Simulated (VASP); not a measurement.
# TaNb3F2 (P6/mmm) in VASP: notebook

Runs on TaNb3F2. Level: PBE. Tasks: single point.

All numbers are computed with VASP 6.6.1; they aren't measurements. Logs are shortened: lines on timing, memory, paths and dates and some standing lists are left out, and cuts for length are marked.

### 1 The cell of the first run

The structure is hexagonal, space group P6/mmm (No. 191). The conventional cell has a = 5.524 Å, b = 5.524 Å, c = 3.504 Å, α = 90.00°, β = 90.00°, γ = 120.00°. Within 4.2 Å of Ta (site symmetry 6/mmm) lie 6 F at 3.19 Å and 12 Nb at 3.27 Å and 2 Ta at 3.50 Å. Within 3.1 Å of Nb (site symmetry mmm) lie 4 F at 2.37 Å and 4 Nb at 2.76 Å. F (site symmetry -6m2) has 6 Nb at 2.37 Å within 3.1 Å.

### 2 Single point, PBE

Input file INCAR:

```
SYSTEM = TaNb3F2
ALGO = Normal
EDIFF = 1E-7
ENCUT = 520
GGA = PE
ISIF = 2
ISMEAR = 0
LASPH = .True.
LCHARG = .True.
LELF = .True.
LREAL = .False.
LVHAR = .True.
LWAVE = .False.
NBANDS = 41
NELM = 80
PREC = Accurate
SIGMA = 0.1
```

Input file KPOINTS:

```
k-points
0
Gamma
  6 6 6
  0 0 0
```

Input file POSCAR:

```
TaNb3F2
1.0
    5.5238459924      0.0000000030      0.0000000000
   -2.7619229988      4.7837909545      0.0000000000
    0.0000000000      0.0000000000      3.5040190354
Ta Nb F
1 3 2
Direct
    0.0000000000      0.0000000000      0.0000000000
    0.5000000000      0.0000000000      0.5000000000
    0.5000000000      0.5000000000      0.5000000000
    0.0000000000      0.5000000000      0.5000000000
    0.3333333333      0.6666666667      0.0000000000
    0.6666666667      0.3333333333      0.0000000000
```

Potentials or basis: VASP PAW PBE potentials, release 64 (Ta_pv, Nb_sv, F).

Launch:

```sh
$ cat potpaw_PBE.64/Ta_pv/POTCAR potpaw_PBE.64/Nb_sv/POTCAR potpaw_PBE.64/F/POTCAR > POTCAR
$ mpirun -np 1 vasp_std > vasp.out
```

OUTCAR:

```text
SYSTEM = TaNb3F2
   EDIFF = 1E-7
   ENCUT = 520
   GGA = PE
   ISIF = 2
   ISMEAR = 0
   LASPH = .True.
   LREAL = .False.
   NELM = 80
   PREC = Accurate

 ion  position               nearest neighbor table
   1  0.000  0.000  0.000-   3 3.27   3 3.27   3 3.27   3 3.27   4 3.27   4 3.27   4 3.27   4 3.27
                             2 3.27   2 3.27   2 3.27   2 3.27
   2  0.500  0.000  0.500-   5 2.37   6 2.37   5 2.37   6 2.37   4 2.76   4 2.76   3 2.76   3 2.76
                             1 3.27   1 3.27   1 3.27   1 3.27
   3  0.500  0.500  0.500-   5 2.37   6 2.37   5 2.37   6 2.37   2 2.76   2 2.76   4 2.76   4 2.76
                             1 3.27   1 3.27   1 3.27   1 3.27
   4  0.000  0.500  0.500-   5 2.37   6 2.37   5 2.37   6 2.37   2 2.76   2 2.76   3 2.76   3 2.76
                             1 3.27   1 3.27   1 3.27   1 3.27
   5  0.333  0.667  0.000-   2 2.37   2 2.37   4 2.37   4 2.37   3 2.37   3 2.37
   6  0.667  0.333  0.000-   2 2.37   2 2.37   4 2.37   4 2.37   3 2.37   3 2.37

  LATTYP: Found a hexagonal cell.
 ALAT       =     5.5238459924
 C/A-ratio  =     0.6343440857

  Lattice vectors:

 A1 = (   5.5238459924,   0.0000000030,   0.0000000000)
 A2 = (  -2.7619229988,   4.7837909545,   0.0000000000)
 A3 = (   0.0000000000,   0.0000000000,   3.5040190354)

Analysis of symmetry for initial positions (statically):
=====================================================================
 Subroutine PRICEL returns:
 Original cell was already a primitive cell.

 Routine SETGRP: Setting up the symmetry group for a
 hexagonal supercell.

 Subroutine GETGRP returns: Found 24 space group operations
 (whereof 24 operations were pure point group operations)
 out of a pool of 24 trial point group operations.

The static configuration has the point symmetry D_6h.

Analysis of symmetry for dynamics (positions and initial velocities):
=====================================================================
 Subroutine PRICEL returns:
 Original cell was already a primitive cell.

 Routine SETGRP: Setting up the symmetry group for a
 hexagonal supercell.

 Subroutine GETGRP returns: Found 24 space group operations
 (whereof 24 operations were pure point group operations)
 out of a pool of 24 trial point group operations.

The dynamic configuration has the point symmetry D_6h.

 Subroutine INISYM returns: Found 24 space group operations
 (whereof 24 operations are pure point group operations),
 and found     1 'primitive' translations

[... 101 lines left out ...]
   NELM   =     80;   NELMIN=  2; NELMDL= -5     # of ELM steps
   EDIFF  = 0.1E-06   stopping-criterion for ELM
   LREAL  =      F    real-space projection
   EDIFFG = 0.1E-05   stopping-criterion for IOM
   NSW    =      0    number of steps for IOM
   IBRION =     -1    ionic relax: 0-MD 1-quasi-New 2-CG
   NFREE  =      0    steps in history (QN), initial steepest desc. (CG)
   ISIF   =      2    stress and relaxation
   ISYM   =      2    0-nonsym 1-usesym 2-fastsym
   POTIM  = 0.5000    time-step for ionic-motion
   TEBEG  =    0.0;   TEEND  =   0.0 temperature during run
   PSTRESS=    0.0 pullay stress
   NELECT =      64.0000    total number of electrons
   NUPDOWN=      -1.0000    fix difference up-down
   EMIN   =  10.00;   EMAX   =-10.00  energy-range for DOS
   EFERMI =   0.00;   METHOD = LEGACY
   ISMEAR =     0;   SIGMA  =   0.10  broadening in eV -4-tet -1-fermi 0-gaus
   EFERMI_NEDOS =   21; number of points for ismear=-14 and -15
   IALGO  =     38    algorithm
   IMIX   =      4    mixing-type and parameters
     AMIX     =   0.40;   BMIX     =  1.00
     AMIX_MAG =   1.60;   BMIX_MAG =  1.00
  volume/ion in A,a.u.               =      15.43       104.14
  Fermi-wavevector in a.u.,A,eV,Ry     =   1.447465  2.735312 28.506315  2.095155
  Thomas-Fermi vector in A             =   2.565417
   LORBIT       =      0    0 simple, 1 ext, 2 COOP (PROOUT), +10 PAW based schemes
   GGA     = PE    functional components
   LHFCALC =     F    Hartree Fock is set to
   AEXX    =    0.0000 exact exchange contribution
   IVDW    =     0    specifies the selected vdW correction
   LEPSILON=     F    determine dielectric tensor
   LRPA    =     F    only Hartree local field effects (RPA)
 non-spin polarized calculation
 Gauss-broadening in eV      SIGMA  =   0.10
  energy-cutoff  :      520.00
  volume of cell :       92.59
 maximum number of plane-waves:      2516
 NGX is ok and might be reduce to    42
   NGX = 21   NGY = 21   NGZ = 13

 number of electron      63.9999987 magnetization

 Free energy of the ion-electron system (eV)
  ---------------------------------------------------
  ext. energy  EPLUGINS =         0.00000000
  ---------------------------------------------------
  free energy    TOTEN  =       -46.19489667 eV

  energy without entropy =      -46.16589731  energy(sigma->0) =      -46.18039699

 E-fermi :   9.0649     XC(G=0): -12.0160

 val. band max:        9.0512804794   @ k =   0.3333   0.0000   0.1667
 cond. band min:       9.0877200021   @ k =   0.3333   0.1667   0.3333
 fundamental gap:      0.0364395228
 Fermi energy:         9.0648621147

 k-point     1 :       0.0000    0.0000    0.0000
  band No.  band energies     occupation
      1     -46.2135      2.00000
      2     -45.9758      2.00000
      3     -45.9758      2.00000
      4     -25.4192      2.00000
      5     -25.4192      2.00000
      6     -25.3093      2.00000
[... 1045 lines left out ...]
     40      11.9852      0.00000
     41      12.3317      0.00000

 [... further k-points ...]
[... 5 lines left out ...]
  --------------------------------------------------------------------------------------
  -------------------------------------------------------------------------------------
  Total       -0.2112470     -0.2112470     -0.0561127      0.0000000     -0.0000000     -0.0000000
  in kB       -3.6552825     -3.6552825     -0.9709388      0.0000000     -0.0000000     -0.0000000
  external PRESSURE =      -2.7605013 kB  Pullay stress =       0.0000000 kB

 VOLUME and BASIS-vectors are now :
 -----------------------------------------------------------------------------
  energy-cutoff  :      520.00
  volume of cell :       92.59
      direct lattice vectors                 reciprocal lattice vectors
     5.523845992  0.000000003  0.000000000     0.181033288  0.104519617  0.000000000
    -2.761922999  4.783790954  0.000000000    -0.000000000  0.209039235  0.000000000
     0.000000000  0.000000000  3.504019035     0.000000000  0.000000000  0.285386577

 POSITION                                       TOTAL-FORCE (eV/Angst)
 -----------------------------------------------------------------------------------
      0.00000      0.00000      0.00000         0.000000      0.000000      0.000000
      2.76192      0.00000      1.75201         0.000000      0.000000      0.000000
      1.38096      2.39190      1.75201         0.000000      0.000000      0.000000
     -1.38096      2.39190      1.75201        -0.000000      0.000000      0.000000
     -0.00000      3.18919      0.00000         0.000000     -0.000000     -0.000000
      2.76192      1.59460      0.00000        -0.000000      0.000000      0.000000
 -----------------------------------------------------------------------------------
    total drift:                               -0.000000      0.000000      0.000000

  FREE ENERGIE OF THE ION-ELECTRON SYSTEM (eV)
  ---------------------------------------------------
  free  energy   TOTEN  =       -46.1948966709 eV

  energy  without entropy=      -46.1658973065  energy(sigma->0) =      -46.18039699
```

OSZICAR:

```text
N       E                     dE             d eps       ncg     rms          rms(c)
DAV:   1     0.795267290342E+03    0.79527E+03   -0.35488E+04  2296   0.163E+03
DAV:   2     0.213745086812E+02   -0.77389E+03   -0.74482E+03  2663   0.631E+02
DAV:   3    -0.440681822218E+02   -0.65443E+02   -0.62833E+02  3735   0.148E+02
DAV:   4    -0.485260510328E+02   -0.44579E+01   -0.43484E+01  3664   0.348E+01
DAV:   5    -0.487583487329E+02   -0.23230E+00   -0.23014E+00  3952   0.720E+00    0.143E+01
DAV:   6    -0.464598799580E+02    0.22985E+01   -0.67246E+00  3320   0.175E+01    0.560E+00
DAV:   7    -0.462498557540E+02    0.21002E+00   -0.15189E+00  3496   0.639E+00    0.243E+00
DAV:   8    -0.462352837080E+02    0.14572E-01   -0.57152E-01  3399   0.344E+00    0.182E+00
DAV:   9    -0.461917730709E+02    0.43511E-01   -0.16524E-01  3279   0.160E+00    0.849E-01
DAV:  10    -0.461949586068E+02   -0.31855E-02   -0.19255E-02  3263   0.921E-01    0.136E-01
DAV:  11    -0.461948988518E+02    0.59755E-04   -0.18399E-03  3632   0.242E-01    0.575E-02
DAV:  12    -0.461949025658E+02   -0.37140E-05   -0.13307E-04  3464   0.820E-02    0.174E-02
DAV:  13    -0.461948962011E+02    0.63647E-05   -0.81763E-06  3840   0.191E-02    0.797E-03
DAV:  14    -0.461948968115E+02   -0.61038E-06   -0.10359E-06  3352   0.800E-03    0.185E-03
DAV:  15    -0.461948966478E+02    0.16368E-06   -0.96001E-08  1968   0.220E-03    0.516E-04
DAV:  16    -0.461948966709E+02   -0.23103E-07   -0.25077E-08  1896   0.150E-03
   1 F= -.46194897E+02 E0= -.46180397E+02  d E =-.289994E-01
```

stdout:

```text
POSCAR found type information on POSCAR TaNbF
 POSCAR found :  3 types and       6 ions
 scaLAPACK will be used
 LDA part: xc-table for (Slater+PW92), standard interpolation
 POSCAR, INCAR and KPOINTS ok, starting setup
 FFT: planning ... GRIDC
 FFT: planning ... GRID_SOFT
 FFT: planning ... GRID
 WAVECAR not read
 entering main loop
```

Run time: 3.7 min. Hardware: 1 thread of AMD EPYC 7R43 (Zen 3), shared host; peak memory 0.22 GiB.

Results:

```
Free energy            : -46.1949 eV
Pressure               : -0.3 GPa
Band gap on the k mesh : zero (band 32 reaches 9.31 eV, above the bottom of band 33 at 8.56 eV)
```

Levels at points of the mesh, in eV from the Fermi level:
```csv
k point,band 28,band 29,band 30,band 31,band 32,band 33,band 34,band 35,band 36,band 37
"(0.00, 0.00, 0.00)",-1.55,-1.24,-1.24,-0.17,-0.17,1.66,2.01,2.01,2.17,2.41
"(0.50, 0.00, 0.00)",-0.58,-0.58,-0.35,-0.31,-0.17,0.14,0.32,0.49,0.86,1.01
"(0.00, 0.00, 0.50)",-1.50,-1.15,-1.15,-0.64,-0.50,-0.50,0.93,0.93,1.73,2.49
"(0.50, 0.00, 0.50)",-1.14,-0.88,-0.65,-0.52,-0.11,0.07,0.68,0.97,1.53,1.92
```

Caveat: spin-orbit coupling is left out, which moves the levels of the heavy elements.

### 3 Single point, PBE

This run uses another cell than the first one, of 13.66 Å³/atom, 0.885 times its volume.

Input file INCAR:

```
ALGO     = Normal         # electronic algorithm
EDIFF    = 1E-6           # SCF threshold, eV
ENCUT    = 520            # plane-wave cutoff, eV
GGA      = PE             # functional
ISIF     = 2              # what is computed and relaxed
ISMEAR   = 0              # smearing method
LASPH    = True           # aspherical terms in the spheres
LCHARG   = False          # write CHGCAR
LREAL    = False          # projectors in reciprocal space
LWAVE    = False          # write WAVECAR
NBANDS   = 41             # bands
NELM     = 100            # most SCF steps
PREC     = Accurate       # precision mode
SIGMA    = 0.1            # smearing width, eV
```

Input file KPOINTS:

```
k-points
0
Gamma
  6 6 6
```

Input file POSCAR:

```
TaNb3F2
1.0
    5.3239748500      0.0000000000      0.0000000000
   -2.6619874300      4.6106974700      0.0000000000
    0.0000000000      0.0000000000      3.3395841200
Ta Nb F
1 3 2
Direct
    0.0000000000      0.0000000000      0.0000000000
    0.5000000000      0.0000000000      0.5000000000
    0.5000000000      0.5000000000      0.5000000000
    0.0000000000      0.5000000000      0.5000000000
    0.3333333300      0.6666666700      0.0000000000
    0.6666666700      0.3333333300      0.0000000000
```

Potentials or basis: VASP PAW PBE potentials, release 64 (Ta_pv, Nb_sv, F).

Launch:

```sh
$ cat potpaw_PBE.64/Ta_pv/POTCAR potpaw_PBE.64/Nb_sv/POTCAR potpaw_PBE.64/F/POTCAR > POTCAR
$ mpirun -np 1 vasp_std > vasp.out
```

Run time: 2.4 min. Hardware: 1 thread of AMD EPYC 7R43 (Zen 3), shared host; peak memory 0.21 GiB.

Results (log left out):

```
Free energy            : -45.5431 eV
Pressure               : 21.8 GPa
Band gap on the k mesh : zero (band 32 reaches 10.84 eV, above the bottom of band 33 at 10.14 eV)
```

Stress tensor (GPa, compression positive):
```
23.11  0.00  0.00
 0.00 23.11  0.00
 0.00  0.00 19.23
```

Levels at points of the mesh, in eV from the Fermi level:
```csv
k point,band 29,band 30,band 31,band 32,band 33,band 34,band 35,band 36
"(0.00, 0.00, 0.00)",-1.50,-1.50,-0.34,-0.34,1.82,2.34,2.34,2.62
"(0.50, 0.00, 0.00)",-0.64,-0.45,-0.26,-0.10,0.22,0.37,0.60,0.83
"(0.00, 0.00, 0.50)",-1.42,-1.42,-0.59,-0.58,-0.58,1.00,1.00,1.79
"(0.50, 0.00, 0.50)",-1.14,-0.74,-0.65,-0.06,0.03,0.82,1.28,1.75
```

Caveat: spin-orbit coupling is left out, which moves the levels of the heavy elements.
